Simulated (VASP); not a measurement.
# Mn3Si (Fm-3m) in VASP: single point with PBEsol

Aim: the single point of Mn3Si with PBEsol.

All numbers are computed with VASP 6.6.1; they aren't measurements. Logs are shortened: lines on timing, memory, paths and dates and some standing lists are left out, and cuts for length are marked.

### Step 1. The cell of the first run

It takes space group Fm-3m (No. 225, cubic). Conventional cell: a = 5.722 Å, b = 5.722 Å, c = 5.722 Å, α = 90.00°, β = 90.00°, γ = 90.00°. Mn (site symmetry m-3m) has 8 Mn at 2.48 Å and 6 Si at 2.86 Å within 3.3 Å. Mn (site symmetry -43m) has 10 Mn at 2.48 to 2.86 Å and 4 Si at 2.48 Å within 3.3 Å. Si (site symmetry m-3m) has 14 Mn at 2.48 to 2.86 Å within 3.3 Å.

### Step 2. Single point, PBEsol, collinear spin, ferrimagnetic start

File INCAR:

```
SYSTEM = Mn3Si
  PREC = Accurate
  ENCUT = 520
  EDIFF = 1E-6
  ISMEAR = 0
  SIGMA = 0.05
  LREAL = .FALSE.
  LASPH = .TRUE.
  NELM = 150
  ALGO = Fast
  ISIF = 2
  LWAVE = .FALSE.
  LCHARG = .FALSE.
  ISPIN = 2
  MAGMOM = 2.83 -0.91 -0.91 0
  LORBIT = 11
  LMAXMIX = 4
  GGA = PS
  NBANDS = 34
```

File KPOINTS:

```
regular mesh
0
G
  10 10 10
  0 0 0
```

File POSCAR:

```
Mn3Si
1.0
    0.0000000000      2.8609998623      2.8609998623
    2.8609998623      0.0000000000      2.8609998623
    2.8609998623      2.8609998623      0.0000000000
Mn Si
3 1
Direct
    0.5000000000      0.5000000000      0.5000000000
    0.2500000000      0.2500000000      0.2500000000
    0.7500000000      0.7500000000      0.7500000000
    0.0000000000      0.0000000000      0.0000000000
```

Potentials or basis: VASP PAW PBE potentials, release 64 (Mn_pv, Si).

The run is started by

```sh
> cat potpaw_PBE.64/Mn_pv/POTCAR potpaw_PBE.64/Si/POTCAR > POTCAR
> mpirun -np 1 vasp_std > vasp.out
```

OUTCAR:

```text
SYSTEM = Mn3Si
   PREC = Accurate
   ENCUT = 520
   EDIFF = 1E-6
   ISMEAR = 0
   LREAL = .FALSE.
   LASPH = .TRUE.
   NELM = 150
   ISIF = 2
   ISPIN = 2
   LORBIT = 11
   GGA = PS

 ion  position               nearest neighbor table
   1  0.500  0.500  0.500-   2 2.48   2 2.48   2 2.48   2 2.48   3 2.48   3 2.48   3 2.48   3 2.48
                             4 2.86   4 2.86   4 2.86   4 2.86   4 2.86   4 2.86
   2  0.250  0.250  0.250-   4 2.48   4 2.48   4 2.48   1 2.48   4 2.48   1 2.48   1 2.48   1 2.48
                             3 2.86   3 2.86   3 2.86   3 2.86   3 2.86   3 2.86
   3  0.750  0.750  0.750-   1 2.48   1 2.48   1 2.48   1 2.48   4 2.48   4 2.48   4 2.48   4 2.48
                             2 2.86   2 2.86   2 2.86   2 2.86   2 2.86   2 2.86
   4  0.000  0.000  0.000-   3 2.48   3 2.48   3 2.48   2 2.48   3 2.48   2 2.48   2 2.48   2 2.48
                             1 2.86   1 2.86   1 2.86   1 2.86   1 2.86   1 2.86

  LATTYP: Found a face centered cubic cell.
 ALAT       =     5.7219997246

  Lattice vectors:

 A1 = (   0.0000000000,   2.8609998623,   2.8609998623)
 A2 = (   2.8609998623,   0.0000000000,   2.8609998623)
 A3 = (   2.8609998623,   2.8609998623,   0.0000000000)

Analysis of symmetry for initial positions (statically):
=====================================================================
 Subroutine PRICEL returns:
 Original cell was already a primitive cell.

 Routine SETGRP: Setting up the symmetry group for a
 face centered cubic supercell.

 Subroutine GETGRP returns: Found 48 space group operations
 (whereof 48 operations were pure point group operations)
 out of a pool of 48 trial point group operations.

The static configuration has the point symmetry O_h .

Analysis of symmetry for dynamics (positions and initial velocities):
=====================================================================
 Subroutine PRICEL returns:
 Original cell was already a primitive cell.

 Routine SETGRP: Setting up the symmetry group for a
 face centered cubic supercell.

 Subroutine GETGRP returns: Found 48 space group operations
 (whereof 48 operations were pure point group operations)
 out of a pool of 48 trial point group operations.

The dynamic configuration has the point symmetry O_h .

Analysis of structural, dynamic, and magnetic symmetry:
=====================================================================
 Subroutine PRICEL returns:
 Original cell was already a primitive cell.

 Routine SETGRP: Setting up the symmetry group for a
 face centered cubic supercell.

 Subroutine GETGRP returns: Found 48 space group operations
 (whereof 48 operations were pure point group operations)
 out of a pool of 48 trial point group operations.

The overall configuration has the point symmetry O_h .

 Subroutine INISYM returns: Found 48 space group operations
 (whereof 48 operations are pure point group operations),
 and found     1 'primitive' translations

----------------------------------------------------------------------------------------

                                     Primitive cell

  volume of cell :      46.8364

  direct lattice vectors                    reciprocal lattice vectors
     0.000000000  2.860999862  2.860999862    -0.174764077  0.174764077  0.174764077
     2.860999862  0.000000000  2.860999862     0.174764077 -0.174764077  0.174764077
     2.860999862  2.860999862  0.000000000     0.174764077  0.174764077 -0.174764077

  length of vectors
     4.046064807  4.046064807  4.046064807     0.302700261  0.302700261  0.302700261

  position of ions in fractional coordinates (direct lattice)
     0.500000000  0.500000000  0.500000000
     0.250000000  0.250000000  0.250000000
     0.750000000  0.750000000  0.750000000
     0.000000000  0.000000000  0.000000000

  ion indices of the primitive-cell ions
   primitive index   ion index
                 1           1
                 2           2
                 3           3
                 4           4

----------------------------------------------------------------------------------------

 KPOINTS: regular mesh

Automatic generation of k-mesh.
 Grid dimensions read from file:
 generate k-points for:   10   10   10

 Generating k-lattice:

  Cartesian coordinates                     Fractional coordinates (reciprocal lattice)
    -0.017476408  0.017476408  0.017476408     0.100000000  0.000000000  0.000000000
     0.017476408 -0.017476408  0.017476408     0.000000000  0.100000000  0.000000000
     0.017476408  0.017476408 -0.017476408     0.000000000  0.000000000  0.100000000

  Length of vectors
     0.030270026  0.030270026  0.030270026

  Shift w.r.t. Gamma in fractional coordinates (k-lattice)
     0.000000000  0.000000000  0.000000000

 Subroutine IBZKPT returns following result:
 ===========================================

 Found     47 irreducible k-points:

 Following reciprocal coordinates:
            Coordinates               Weight
  0.000000  0.000000  0.000000      1.000000
  0.100000  0.000000  0.000000      8.000000
  0.200000  0.000000  0.000000      8.000000
  0.300000  0.000000  0.000000      8.000000
  0.400000  0.000000  0.000000      8.000000
  0.500000  0.000000  0.000000      4.000000
[... 16 lines left out ...]
  0.300000  0.300000  0.000000      6.000000
  0.400000  0.300000  0.000000     24.000000
 [... further k-points ...]
   k-points           NKPTS =     47   k-points in BZ     NKDIM =     47   number of bands    NBANDS=     34
   number of dos      NEDOS =    301   number of ions     NIONS =      4
   total plane-waves  NPLWV =  27000
   dimension x,y,z NGX =    30 NGY =   30 NGZ =   30
   dimension x,y,z NGXF=    60 NGYF=   60 NGZF=   60
   ions per type =               3   1
   NGX,Y,Z   is equivalent  to a cutoff of  12.33, 12.33, 12.33 a.u.
   NGXF,Y,Z  is equivalent  to a cutoff of  24.65, 24.65, 24.65 a.u.
 SYSTEM =  Mn3Si
   PREC   = accura    normal or accurate (medium, high low for compatibility)
   ISTART =      0    job   : 0-new  1-cont  2-samecut
   ICHARG =      2    charge: 1-file 2-atom 10-const
   ISPIN  =      2    spin polarized calculation?
   LNONCOLLINEAR =      F non collinear calculations
   LSORBIT =      F    spin-orbit coupling
   LASPH  =      T    aspherical Exc in radial PAW
   ENCUT  =  520.0 eV  38.22 Ry    6.18 a.u.   7.52  7.52  7.52*2*pi/ulx,y,z
   NELM   =    150;   NELMIN=  2; NELMDL= -5     # of ELM steps
   EDIFF  = 0.1E-05   stopping-criterion for ELM
   LREAL  =      F    real-space projection
   EDIFFG = 0.1E-04   stopping-criterion for IOM
   NSW    =      0    number of steps for IOM
   IBRION =     -1    ionic relax: 0-MD 1-quasi-New 2-CG
   NFREE  =      0    steps in history (QN), initial steepest desc. (CG)
   ISIF   =      2    stress and relaxation
   ISYM   =      2    0-nonsym 1-usesym 2-fastsym
   POTIM  = 0.5000    time-step for ionic-motion
   TEBEG  =    0.0;   TEEND  =   0.0 temperature during run
   PSTRESS=    0.0 pullay stress
   NELECT =      43.0000    total number of electrons
   NUPDOWN=      -1.0000    fix difference up-down
   EMIN   =  10.00;   EMAX   =-10.00  energy-range for DOS
   EFERMI =   0.00;   METHOD = LEGACY
   ISMEAR =     0;   SIGMA  =   0.05  broadening in eV -4-tet -1-fermi 0-gaus
   EFERMI_NEDOS =   21; number of points for ismear=-14 and -15
   IALGO  =     68    algorithm
   IMIX   =      4    mixing-type and parameters
     AMIX     =   0.40;   BMIX     =  1.00
     AMIX_MAG =   1.60;   BMIX_MAG =  1.00
  volume/ion in A,a.u.               =      11.71        79.02
  Fermi-wavevector in a.u.,A,eV,Ry     =   1.591121  3.006782 34.445398  2.531665
  Thomas-Fermi vector in A             =   2.689710
   LORBIT       =     11    0 simple, 1 ext, 2 COOP (PROOUT), +10 PAW based schemes
   GGA     = PS    functional components
   LHFCALC =     F    Hartree Fock is set to
   AEXX    =    0.0000 exact exchange contribution
   IVDW    =     0    specifies the selected vdW correction
   LEPSILON=     F    determine dielectric tensor
   LRPA    =     F    only Hartree local field effects (RPA)
 spin polarized calculation
 RMM-DIIS sequential band-by-band and
 Gauss-broadening in eV      SIGMA  =   0.05
  energy-cutoff  :      520.00
  volume of cell :       46.84
 maximum number of plane-waves:      1295
   NGX = 15   NGY = 15   NGZ = 15

 number of electron      43.0000044 magnetization       1.0055711

 Free energy of the ion-electron system (eV)
  ---------------------------------------------------
  ext. energy  EPLUGINS =         0.00000000
  ---------------------------------------------------
  free energy    TOTEN  =       -36.17201436 eV

  energy without entropy =      -36.16928237  energy(sigma->0) =      -36.17064836

 E-fermi :  10.1708     XC(G=0): -13.2431

 val. band max:       10.1645296515   @ k =  -0.3000   0.2000   0.0000
 cond. band min:      10.1770408369   @ k =   0.3000   0.2000   0.1000
 fundamental gap:      0.0125111854
 Fermi energy:        10.1707891754

 spin component 1

 k-point     1 :       0.0000    0.0000    0.0000
  band No.  band energies     occupation
      1     -38.9792      1.00000
      2     -38.9792      1.00000
      3     -38.9792      1.00000
      4     -37.0632      1.00000
      5     -37.0632      1.00000
      6     -37.0632      1.00000
[... 25 lines left out ...]
     32      16.1162      0.00000
     33      19.5882      0.00000

 k-point     2 :       0.1000    0.0000    0.0000
  band No.  band energies     occupation
      1     -38.9797      1.00000
      2     -38.9797      1.00000
      3     -38.9793      1.00000
      4     -37.0607      1.00000
      5     -37.0607      1.00000
      6     -37.0594      1.00000
[... 25 lines left out ...]
     32      16.1667      0.00000
     33      19.3521      0.00000
[... 754 lines left out ...]
     32      18.4759      0.00000
     33      19.4823      0.00000

 k-point    24 :       0.4000    0.3000    0.0000
  band No.  band energies     occupation
      1     -38.9884      1.00000
      2     -38.9881      1.00000
      3     -38.9734      1.00000
      4     -37.0622      1.00000
      5     -37.0517      1.00000
      6     -37.0514      1.00000
[... 25 lines left out ...]
     32      19.0255      0.00000
     33      20.6918      0.00000

 [... further k-points ...]

 spin component 2

 k-point     1 :       0.0000    0.0000    0.0000
  band No.  band energies     occupation
      1     -37.9302      1.00000
      2     -37.9302      1.00000
      3     -37.9302      1.00000
      4     -37.8629      1.00000
      5     -37.8629      1.00000
      6     -37.8629      1.00000
[... 25 lines left out ...]
     32      16.6819      0.00000
     33      19.7601      0.00000

 k-point     2 :       0.1000    0.0000    0.0000
  band No.  band energies     occupation
      1     -37.9311      1.00000
      2     -37.9290      1.00000
      3     -37.9290      1.00000
      4     -37.8647      1.00000
      5     -37.8647      1.00000
      6     -37.8623      1.00000
[... 25 lines left out ...]
     32      16.6268      0.00000
     33      19.5360      0.00000
[... 754 lines left out ...]
     32      18.3447      0.00000
     33      19.6396      0.00000

 k-point    24 :       0.4000    0.3000    0.0000
  band No.  band energies     occupation
      1     -37.9562      1.00000
      2     -37.9559      1.00000
      3     -37.9339      1.00000
      4     -37.8534      1.00000
      5     -37.8484      1.00000
      6     -37.8477      1.00000
[... 25 lines left out ...]
     32      18.9939      0.00000
     33      20.8821      0.00000

 [... further k-points ...]

 [bands above 33 left out]

------------------------ aborting loop because EDIFF is reached ----------------------------------------

  FORCE on cell =-STRESS in cart. coord.  units (eV):
  Direction    XX          YY          ZZ          XY          YZ          ZX
  --------------------------------------------------------------------------------------
  -------------------------------------------------------------------------------------
  Total       -4.5558491     -4.5558491     -4.5558491     -0.0000000     -0.0000000      0.0000000
  in kB     -155.8462681   -155.8462681   -155.8462681     -0.0000000     -0.0000000      0.0000000
  external PRESSURE =    -155.8462681 kB  Pullay stress =       0.0000000 kB

 VOLUME and BASIS-vectors are now :
 -----------------------------------------------------------------------------
  energy-cutoff  :      520.00
  volume of cell :       46.84
      direct lattice vectors                 reciprocal lattice vectors
     0.000000000  2.860999862  2.860999862    -0.174764077  0.174764077  0.174764077
     2.860999862  0.000000000  2.860999862     0.174764077 -0.174764077  0.174764077
     2.860999862  2.860999862  0.000000000     0.174764077  0.174764077 -0.174764077

 POSITION                                       TOTAL-FORCE (eV/Angst)
 -----------------------------------------------------------------------------------
      2.86100      2.86100      2.86100        -0.000000     -0.000000     -0.000000
      1.43050      1.43050      1.43050         0.000000     -0.000000      0.000000
      4.29150      4.29150      4.29150        -0.000000      0.000000     -0.000000
      0.00000      0.00000      0.00000        -0.000000     -0.000000     -0.000000
 -----------------------------------------------------------------------------------
    total drift:                                0.000000     -0.000000      0.000000

  FREE ENERGIE OF THE ION-ELECTRON SYSTEM (eV)
  ---------------------------------------------------
  free  energy   TOTEN  =       -36.1720143587 eV

  energy  without entropy=      -36.1692823709  energy(sigma->0) =      -36.17064836

 total charge

# of ion       s       p       d       tot
------------------------------------------
    1        0.375   6.350   5.081  11.807
    2        0.336   6.352   5.223  11.911
    3        0.336   6.352   5.223  11.911
    4        0.720   0.888   0.000   1.608
--------------------------------------------------
tot          1.767  19.943  15.527  37.238

 magnetization (x)

# of ion       s       p       d       tot
------------------------------------------
    1        0.026   0.028   2.598   2.652
    2       -0.008  -0.016  -0.841  -0.864
    3       -0.008  -0.016  -0.841  -0.864
    4        0.022   0.024   0.000   0.047
--------------------------------------------------
tot          0.033   0.021   0.916   0.971
```

Run time: 2.1 min. Hardware: 1 thread of Intel Xeon Platinum 8488C (Sapphire Rapids), shared host; peak memory 0.25 GiB.

Results:

```yaml
Free_energy: -36.1720 eV
Pressure: -15.6 GPa
Band_gap_on_the_k_mesh: zero (filled and empty bands overlap)
Net_moment: 1.01 μB per cell
Site_moments: Mn +2.65, -0.86; Si +0.05 μB
Valence_electrons_inside_the_program's_atomic_spheres: Mn 11.81, 11.91; Si 1.61
```

Levels at points of the mesh, in eV from the Fermi level:
Spin up:
```
           k point  band 20  band 21  band 22  band 23  band 24  band 25
(0.00, 0.00, 0.00)    -0.11     0.77     0.77     0.77     1.27     1.27
(0.50, 0.00, 0.00)    -0.46    -0.46    -0.26    -0.26     0.55     0.55
(0.50, 0.50, 0.00)    -1.00    -0.16    -0.16     0.15     0.81     0.85
```
Spin down:
| k point | band 18 | band 19 | band 20 | band 21 | band 22 | band 23 | band 24 | band 25 |
| --- | --- | --- | --- | --- | --- | --- | --- | --- |
| (0.00, 0.00, 0.00) | -1.36 | 0.05 | 0.05 | 0.05 | 0.72 | 0.72 | 1.82 | 1.82 |
| (0.50, 0.00, 0.00) | -1.93 | -1.19 | -1.19 | -1.17 | 0.92 | 0.92 | 1.48 | 1.67 |
| (0.50, 0.50, 0.00) | -1.95 | -0.82 | -0.82 | -0.18 | 0.53 | 0.67 | 0.89 | 1.14 |

Caveat: the PAW data sets were made with another functional, which shifts forces and pressure a little.
